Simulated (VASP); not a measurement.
# KCl (Fm-3m) in VASP: notebook, part 2 of 2

VASP 6.6.1. The steps go on from the part before.

### 3 Relaxation of cell and atoms, PBEsol, target pressure 4 GPa, at which the enthalpy is minimised

The input, INCAR:

```
PREC = Accurate
ENCUT = 600
EDIFF = 1E-6
ISMEAR = 0
SIGMA = 0.01
LREAL = F
LASPH = T
NELM = 80
ALGO = Normal
ISIF = 3
LWAVE = F
LCHARG = F
GGA = PS
IBRION = 2
NSW = 100
EDIFFG = -0.002
PSTRESS = 40.0
```

The input, KPOINTS:

```
Automatic mesh
0
Gamma
  8 8 8
```

The input, POSCAR:

```
KCl
1.0
    0.0000000000      3.1212780665      3.1212780665
    3.1212780665      0.0000000000      3.1212780665
    3.1212780665      3.1212780665      0.0000000000
K Cl
1 1
Direct
    0.0000000000      0.0000000000      0.0000000000
    0.5000000000      0.5000000000      0.5000000000
```

Potentials or basis: VASP PAW PBE potentials, release 64 (K_sv, Cl).

Run with:

```
cat potpaw_PBE.64/K_sv/POTCAR potpaw_PBE.64/Cl/POTCAR > POTCAR
mpirun -np 1 vasp_std > vasp.out
```

OUTCAR:

```text
PREC = Accurate
   ENCUT = 600
   EDIFF = 1E-6
   ISMEAR = 0
   LREAL = F
   LASPH = T
   NELM = 80
   ISIF = 3
   GGA = PS
   IBRION = 2
   NSW = 100
   EDIFFG = -0.002
   PSTRESS = 40.0

 ion  position               nearest neighbor table
   1  0.000  0.000  0.000-   2 3.12   2 3.12   2 3.12   2 3.12   2 3.12   2 3.12
   2  0.500  0.500  0.500-   1 3.12   1 3.12   1 3.12   1 3.12   1 3.12   1 3.12

  LATTYP: Found a face centered cubic cell.
 ALAT       =     6.2425561330

  Lattice vectors:

 A1 = (   0.0000000000,   3.1212780665,   3.1212780665)
 A2 = (   3.1212780665,   0.0000000000,   3.1212780665)
 A3 = (   3.1212780665,   3.1212780665,   0.0000000000)

Analysis of symmetry for initial positions (statically):
=====================================================================
 Subroutine PRICEL returns:
 Original cell was already a primitive cell.

 Routine SETGRP: Setting up the symmetry group for a
 face centered cubic supercell.

 Subroutine GETGRP returns: Found 48 space group operations
 (whereof 48 operations were pure point group operations)
 out of a pool of 48 trial point group operations.

The static configuration has the point symmetry O_h .

Analysis of symmetry for dynamics (positions and initial velocities):
=====================================================================
 Subroutine PRICEL returns:
 Original cell was already a primitive cell.

 Routine SETGRP: Setting up the symmetry group for a
 face centered cubic supercell.

 Subroutine GETGRP returns: Found 48 space group operations
 (whereof 48 operations were pure point group operations)
 out of a pool of 48 trial point group operations.

The dynamic configuration has the point symmetry O_h .

 Subroutine INISYM returns: Found 48 space group operations
 (whereof 48 operations are pure point group operations),
 and found     1 'primitive' translations

----------------------------------------------------------------------------------------

                                     Primitive cell

  volume of cell :      60.8173

  direct lattice vectors                    reciprocal lattice vectors
     0.000000000  3.121278066  3.121278066    -0.160190790  0.160190790  0.160190790
     3.121278066  0.000000000  3.121278066     0.160190790 -0.160190790  0.160190790
     3.121278066  3.121278066  0.000000000     0.160190790  0.160190790 -0.160190790

  length of vectors
     4.414153774  4.414153774  4.414153774     0.277458588  0.277458588  0.277458588

  position of ions in fractional coordinates (direct lattice)
     0.000000000  0.000000000  0.000000000
     0.500000000  0.500000000  0.500000000

  ion indices of the primitive-cell ions
   primitive index   ion index
                 1           1
                 2           2

----------------------------------------------------------------------------------------

 KPOINTS: Automatic mesh

Automatic generation of k-mesh.
[... 51 lines left out ...]
   dimension x,y,z NGX =    36 NGY =   36 NGZ =   36
   dimension x,y,z NGXF=    72 NGYF=   72 NGZF=   72
   ions per type =               1   1
   NGX,Y,Z   is equivalent  to a cutoff of  13.56, 13.56, 13.56 a.u.
   NGXF,Y,Z  is equivalent  to a cutoff of  27.12, 27.12, 27.12 a.u.
 SYSTEM =  unknown system
   PREC   = accura    normal or accurate (medium, high low for compatibility)
   ISTART =      0    job   : 0-new  1-cont  2-samecut
   ICHARG =      2    charge: 1-file 2-atom 10-const
   ISPIN  =      1    spin polarized calculation?
   LNONCOLLINEAR =      F non collinear calculations
   LSORBIT =      F    spin-orbit coupling
   LASPH  =      T    aspherical Exc in radial PAW
   ENCUT  =  600.0 eV  44.10 Ry    6.64 a.u.   8.82  8.82  8.82*2*pi/ulx,y,z
   NELM   =     80;   NELMIN=  2; NELMDL= -5     # of ELM steps
   EDIFF  = 0.1E-05   stopping-criterion for ELM
   LREAL  =      F    real-space projection
   EDIFFG = -.2E-02   stopping-criterion for IOM
   NSW    =    100    number of steps for IOM
   IBRION =      2    ionic relax: 0-MD 1-quasi-New 2-CG
   NFREE  =      1    steps in history (QN), initial steepest desc. (CG)
   ISIF   =      3    stress and relaxation
   ISYM   =      2    0-nonsym 1-usesym 2-fastsym
   POTIM  = 0.5000    time-step for ionic-motion
   TEBEG  =    0.0;   TEEND  =   0.0 temperature during run
   PSTRESS=   40.0 pullay stress
   NELECT =      16.0000    total number of electrons
   NUPDOWN=      -1.0000    fix difference up-down
   EMIN   =  10.00;   EMAX   =-10.00  energy-range for DOS
   EFERMI =   0.00;   METHOD = LEGACY
   ISMEAR =     0;   SIGMA  =   0.01  broadening in eV -4-tet -1-fermi 0-gaus
   EFERMI_NEDOS =   21; number of points for ismear=-14 and -15
   IALGO  =     38    algorithm
   IMIX   =      4    mixing-type and parameters
     AMIX     =   0.40;   BMIX     =  1.00
     AMIX_MAG =   1.60;   BMIX_MAG =  1.00
  volume/ion in A,a.u.               =      30.41       205.21
  Fermi-wavevector in a.u.,A,eV,Ry     =   1.048992  1.982308 14.971649  1.100385
  Thomas-Fermi vector in A             =   2.183937
   LORBIT       =      0    0 simple, 1 ext, 2 COOP (PROOUT), +10 PAW based schemes
   GGA     = PS    functional components
   LHFCALC =     F    Hartree Fock is set to
   AEXX    =    0.0000 exact exchange contribution
   IVDW    =     0    specifies the selected vdW correction
   LEPSILON=     F    determine dielectric tensor
   LRPA    =     F    only Hartree local field effects (RPA)
 conjugate gradient relaxation of ions
 non-spin polarized calculation
 Gauss-broadening in eV      SIGMA  =   0.01
  energy-cutoff  :      600.00
  volume of cell :       60.82
 maximum number of plane-waves:      2085
   NGX = 17   NGY = 17   NGZ = 17

--------------------------------------- Ionic step        1  -------------------------------------------

 number of electron      16.0000002 magnetization

 Free energy of the ion-electron system (eV)
  ---------------------------------------------------
  ext. energy  EPLUGINS =         0.00000000
  ---------------------------------------------------
  free energy    TOTEN  =        -7.02325382 eV

  energy without entropy =       -7.02325382  energy(sigma->0) =       -7.02325382

------------------------ aborting loop because EDIFF is reached ----------------------------------------

  FORCE on cell =-STRESS in cart. coord.  units (eV):
  Direction    XX          YY          ZZ          XY          YZ          ZX
  --------------------------------------------------------------------------------------
  -------------------------------------------------------------------------------------
  Total        0.0353570      0.0353570      0.0353570      0.0000000      0.0000000      0.0000000
  in kB        0.9314485      0.9314485      0.9314485      0.0000000      0.0000000      0.0000000
  external PRESSURE =     -39.0685515 kB  Pullay stress =      40.0000000 kB
[... 139 lines left out ...]
--------------------------------------- Ionic step        5  -------------------------------------------

 number of electron      16.0000002 magnetization

 Free energy of the ion-electron system (eV)
  ---------------------------------------------------
  ext. energy  EPLUGINS =         0.00000000
  ---------------------------------------------------
  free energy    TOTEN  =        -6.93225071 eV

  energy without entropy =       -6.93225071  energy(sigma->0) =       -6.93225071

 E-fermi :  -1.0257     XC(G=0):  -8.4718

 val. band max:       -1.1465706457   @ k =   0.0000   0.0000   0.0000
 cond. band min:       4.4690957618   @ k =   0.0000   0.0000   0.0000
 fundamental gap:      5.6156664075
 Fermi energy:        -1.0256991516

 k-point     1 :       0.0000    0.0000    0.0000
  band No.  band energies     occupation
      1     -27.8285      2.00000
      2     -13.4649      2.00000
      3     -11.3571      2.00000
      4     -11.3571      2.00000
      5     -11.3571      2.00000
      6      -1.1466      2.00000
      7      -1.1466      2.00000
      8      -1.1466      2.00000
      9       4.4691      0.00000
     10       7.1503      0.00000
     11       7.1503      0.00000
     12       7.1503      0.00000
[... 331 lines left out ...]
 k-point    24 :      -0.3750    0.2500    0.1250
  band No.  band energies     occupation
      1     -27.7980      2.00000
      2     -13.6171      2.00000
      3     -11.4649      2.00000
      4     -11.4211      2.00000
      5     -11.1311      2.00000
      6      -2.2675      2.00000
      7      -1.6866      2.00000
      8      -1.6279      2.00000
      9       6.8955      0.00000
     10       7.4390      0.00000
     11       9.5807      0.00000
     12       9.5917      0.00000

 [... further k-points ...]

------------------------ aborting loop because EDIFF is reached ----------------------------------------

  FORCE on cell =-STRESS in cart. coord.  units (eV):
  Direction    XX          YY          ZZ          XY          YZ          ZX
  --------------------------------------------------------------------------------------
  -------------------------------------------------------------------------------------
  Total        1.3176330      1.3176330      1.3176330      0.0000000      0.0000000      0.0000000
  in kB       40.1020175     40.1020175     40.1020175      0.0000000      0.0000000      0.0000000
  external PRESSURE =       0.1020175 kB  Pullay stress =      40.0000000 kB
[... 21 lines left out ...]
  energy  without entropy=       -6.9322507117  energy(sigma->0) =       -6.93225071

  enthalpy is  TOTEN    =        -5.6179696840 eV   P V=        1.3142810277

 reached required accuracy - stopping structural energy minimisation
```

CONTCAR:

```text
KCl
   1.00000000000000
    -0.0000000000000000    2.9746527701767453    2.9746527701767453
     2.9746527701767453   -0.0000000000000000    2.9746527701767453
     2.9746527701767453    2.9746527701767453   -0.0000000000000000
  K               Cl
     1     1
Direct
     0.0000000000000000    0.0000000000000000    0.0000000000000000
     0.5000000000000000    0.5000000000000000    0.5000000000000000

  0.00000000E+00  0.00000000E+00  0.00000000E+00
  0.00000000E+00  0.00000000E+00  0.00000000E+00
```

Wall time 68 s (1 thread of AMD EPYC 7R13 (Zen 3), shared host); peak memory 0.2 GiB.

What came out:

- Free energy: -6.9323 eV
- Relaxed volume: 26.32 Å³/atom
- Relaxed cell: a = 4.207 Å, b = 4.207 Å, c = 4.207 Å, α = 60.00°, β = 60.00°, γ = 60.00°
- Space group after relaxing (to 0.1 Å): Fm-3m (No. 225)
- Energy change on relaxing (the run minimises the enthalpy): +45.5 meV/atom
- Ionic steps: 5
- Pressure after relaxing: 4.0 GPa
- Band gap on the k mesh: 5.62 eV

Step by step:
```
step  energy change (eV)  largest force (eV/Å)  pressure (GPa)  volume (Å³)
   1              0.0000                0.0000            0.09        60.82
   2              0.0514                0.0000            2.80        54.52
   3              0.0879                0.0000            3.92        52.77
   4              0.0917                0.0000            4.02        52.61
   5              0.0910                0.0000            4.01        52.64
```

Final structure:
```
K Cl
1.0
     0.00000    2.97465    2.97465
     2.97465    0.00000    2.97465
     2.97465    2.97465    0.00000
K Cl
1 1
Cartesian
  0.0000 0.0000 0.0000
  2.9747 2.9747 2.9747
```

Levels at points of the mesh, in eV from the valence-band top:
| k point | band 4 | band 5 | band 6 | band 7 | band 8 | band 9 | band 10 | band 11 | band 12 |
| --- | --- | --- | --- | --- | --- | --- | --- | --- | --- |
| (0.00, 0.00, 0.00) | -10.21 | -10.21 | 0.00 | 0.00 | 0.00 | 5.62 | 8.30 | 8.30 | 8.30 |
| (0.50, 0.00, 0.00) | -10.22 | -9.84 | -1.43 | -0.50 | -0.50 | 7.88 | 9.11 | 10.99 | 10.99 |
| (0.50, 0.50, 0.00) | -10.32 | -10.32 | -0.77 | -0.26 | -0.26 | 6.16 | 9.00 | 10.46 | 10.91 |

Caveat: the cell is relaxed towards a set pressure, so the run minimises the enthalpy, not the energy; the PAW data sets were made with another functional, which shifts forces and pressure a little. A k mesh can miss the band edges.

### 4 Relaxation of cell and atoms, PBEsol, target pressure 7 GPa, at which the enthalpy is minimised

The input, INCAR:

```
SYSTEM = KCl
PREC     = Accurate       ! precision mode
ENCUT    = 600            ! plane-wave cutoff, eV
EDIFF    = 1E-7           ! SCF threshold, eV
ISMEAR   = 0              ! smearing method
SIGMA    = 0.01           ! smearing width, eV
LREAL    = .FALSE.        ! projectors in reciprocal space
LASPH    = .TRUE.         ! aspherical terms in the spheres
NELM     = 60             ! most SCF steps
ALGO     = Normal         ! electronic algorithm
ISIF     = 3              ! what is computed and relaxed
LWAVE    = .FALSE.        ! write WAVECAR
LCHARG   = .FALSE.        ! write CHGCAR
GGA      = PS             ! functional
IBRION   = 2              ! ionic algorithm
NSW      = 100            ! ionic steps
EDIFFG   = -0.002         ! ionic threshold
PSTRESS  = 70.0
```

The input, KPOINTS:

```
regular mesh
0
G
  8 8 8
  0 0 0
```

POSCAR is that of step 3.

Run with:

```
cat potpaw_PBE.64/K_sv/POTCAR potpaw_PBE.64/Cl/POTCAR > POTCAR
mpirun -np 1 vasp_std > vasp.out
```

Run time: 94 s. Hardware: 1 thread of AMD EPYC 7R13 (Zen 3), shared host; peak memory 0.19 GiB.

The run converged. Its results:

| Property | Result |
| --- | --- |
| Free energy | -6.8119 eV |
| Relaxed volume | 24.54 Å³/atom |
| Relaxed cell | a = 4.110 Å, b = 4.110 Å, c = 4.110 Å, α = 60.00°, β = 60.00°, γ = 60.00° |
| Space group after relaxing (to 0.1 Å) | Fm-3m (No. 225) |
| Energy change on relaxing (the run minimises the enthalpy) | +105.7 meV/atom |
| Ionic steps | 6 |
| Pressure after relaxing | 7.0 GPa |
| Band gap on the k mesh | 5.90 eV |

Step by step:
```tsv
step	energy change (eV)	largest force (eV/Å)	pressure (GPa)	volume (Å³)
1	0.0000	0.0000	0.09	60.82
2	0.1739	0.0000	6.12	49.99
3	0.2093	0.0000	6.95	49.12
4	0.2188	0.0000	7.17	48.91
5	0.2105	0.0000	6.98	49.10
6	0.2114	0.0000	7.00	49.08
```

Final structure:
```cif
data_structure
_symmetry_space_group_name_H-M 'P 1'
_symmetry_Int_Tables_number 1
_cell_length_a 4.1096
_cell_length_b 4.1096
_cell_length_c 4.1096
_cell_angle_alpha 60.000
_cell_angle_beta 60.000
_cell_angle_gamma 60.000
_cell_volume 49.08
loop_
_atom_site_label
_atom_site_type_symbol
_atom_site_fract_x
_atom_site_fract_y
_atom_site_fract_z
_atom_site_occupancy
K1 K 0.00000 0.00000 0.00000 1
Cl1 Cl 0.50000 0.50000 0.50000 1
```

Levels at points of the mesh, in eV from the valence-band top:
```tsv
k point	band 5	band 6	band 7	band 8	band 9	band 10	band 11	band 12
(0.00, 0.00, 0.00)	-10.09	0.00	0.00	0.00	5.90	8.26	8.26	8.26
(0.50, 0.00, 0.00)	-9.64	-1.60	-0.60	-0.60	8.06	9.35	11.19	11.19
(0.50, 0.50, 0.00)	-10.23	-0.80	-0.26	-0.26	6.01	9.35	10.55	11.36
```

Caveat: the cell is relaxed towards a set pressure, so the run minimises the enthalpy, not the energy; the volume moved by over 15 % at a fixed basis, so the end points are rough; the PAW data sets were made with another functional, which shifts forces and pressure a little.

### 5 Overview

| cell | gap on the mesh (eV) | pressure (GPa) |
| --- | --- | --- |
| relaxed to 2 GPa | 5.38 | 2.0 |
| relaxed to 4 GPa | 5.62 | 4.0 |
| relaxed to 7 GPa | 5.90 | 7.0 |

Alike in all rows: task relaxation of cell and atoms; level PBEsol; potentials or basis VASP PAW PBE potentials, release 64 (K_sv, Cl); no spin polarisation; k mesh 8 × 8 × 8; cutoff (eV) 600; smearing gaussian 0.01 eV.

Caveats: the cell is relaxed towards a set pressure, so the run minimises the enthalpy, not the energy; the PAW data sets were made with another functional, which shifts forces and pressure a little; the volume moved by over 15 % at a fixed basis, so the end points are rough (at least some runs).

Absolute energies hang on the potentials; compare differences alone.
